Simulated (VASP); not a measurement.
Wanted: the native input for a VASP 6.6.1 run.

```
Task                   : single point
Functional             : PBE
Potentials or basis    : VASP PAW PBE potentials, release 64 (Si, O)
Cutoff                 : 520 eV
k mesh                 : 4 × 4 × 3
Occupations            : fermi-dirac, width 0.02 eV
Spin                   : no spin polarisation
Dipole correction      : no
Further INCAR settings : ALGO = Normal; EDIFF = 1e-06; NBANDS = 44
```

The structure of SiO2 lies in POSCAR:

```
SiO2
1.0
    4.9329000000      0.0000000000      0.0000000000
    0.0000000000      4.9329000000      0.0000000000
    0.0000000000      0.0000000000      6.4645000000
Si O
4 8
Direct
    0.8168964574      0.8168964574      0.5000000000
    0.6831035426      0.3168964574      0.2500000000
    0.1831035426      0.1831035426      0.0000000000
    0.3168964574      0.6831035426      0.7500000000
    0.2692598391      0.3636642059      0.7999873828
    0.1363357941      0.7692598391      0.5499873828
    0.7307401609      0.6363357941      0.2999873828
    0.8636642059      0.2307401609      0.0499873828
    0.7692598391      0.1363357941      0.4500126172
    0.6363357941      0.7307401609      0.7000126172
    0.2307401609      0.8636642059      0.9500126172
    0.3636642059      0.2692598391      0.2000126172
```

One way to write it, as run:

INCAR

```
SYSTEM = SiO2
PREC     = Accurate       ! precision mode
ENCUT    = 520            ! plane-wave cutoff, eV
EDIFF    = 1E-6           ! SCF threshold, eV
ISMEAR   = -1             ! smearing method
SIGMA    = 0.02           ! smearing width, eV
LREAL    = .FALSE.        ! projectors in reciprocal space
LASPH    = .TRUE.         ! aspherical terms in the spheres
NELM     = 60             ! most SCF steps
ALGO     = Normal         ! electronic algorithm
ISIF     = 2              ! what is computed and relaxed
LWAVE    = .FALSE.        ! write WAVECAR
LCHARG   = .TRUE.         ! write CHGCAR
GGA      = PE             ! functional
LELF     = .TRUE.         ! ELF
LVHAR    = .TRUE.       
NBANDS   = 44             ! bands
```

KPOINTS

```
regular mesh
0
G
  4 4 3
  0 0 0
```

Potentials or basis: VASP PAW PBE potentials, release 64 (Si, O).

Run with:

```console
$ cat potpaw_PBE.64/Si/POTCAR potpaw_PBE.64/O/POTCAR > POTCAR
$ mpirun -np 1 vasp_std > vasp.out
```

It gave:

```yaml
Pressure: 2.9 GPa
Largest_force: 0.028 eV/Å
Band_gap_on_the_k_mesh: 5.66 eV, direct
```

Wall time 2.1 min on 1 thread of Intel Xeon 6975P-C, on a shared host, peak memory 0.28 GiB.
